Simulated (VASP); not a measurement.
SrMn2:

```
Sr Mn
1.0
     0.00000    3.06170    3.06170
     3.06170    0.00000    3.06170
     3.06170    3.06170    0.00000
Sr Mn
1 2
Direct
  0.00000 0.00000 0.00000
  0.25000 0.25000 0.25000
  0.75000 0.75000 0.75000
```

| Property | Result |
| --- | --- |
| Program | VASP 6.6.1 |
| Task | relaxation of cell and atoms |
| Functional | PBE |
| Potentials or basis | VASP PAW PBE potentials, release 64 (Sr_sv, Mn_pv) |
| Cutoff | 600 eV |
| k mesh | 6 × 6 × 6 |
| Occupations | gaussian, width 0.1 eV |
| Spin | collinear spin, ferromagnetic start |
| Starting moments | [0.0, 3.53, 3.53] μB |

At the start: pressure 17.6 GPa; volume 19.13 Å³/atom.

**Question.** How do energy, volume and symmetry change on relaxing?

**Answer.** Over 4 steps the energy falls by 488.5 meV/atom and the volume is 31.42 Å³/atom (+64.2 %); space group Fm-3m (No. 225, to 0.1 Å) before and after; moment 8.39 μB per cell.

The path:
| step | energy change (eV) | largest force (eV/Å) | pressure (GPa) | volume (Å³) |
| --- | --- | --- | --- | --- |
| 1 | 0.0000 | 0.0000 | 17.57 | 57.40 |
| 2 | -1.2218 | 0.0000 | 5.09 | 76.65 |
| 3 | -1.4563 | 0.0000 | 0.81 | 90.78 |
| 4 | -1.4656 | 0.0000 | 0.06 | 94.27 |

Final structure:
```
CELL_PARAMETERS angstrom
0.00000 3.61232 3.61232
3.61232 0.00000 3.61232
3.61232 3.61232 0.00000
ATOMIC_POSITIONS crystal
Sr 0.00000 0.00000 0.00000
Mn 0.25000 0.25000 0.25000
Mn 0.75000 0.75000 0.75000
```

Caveat: the volume moved by over 15 % at a fixed basis, so the end points are rough.
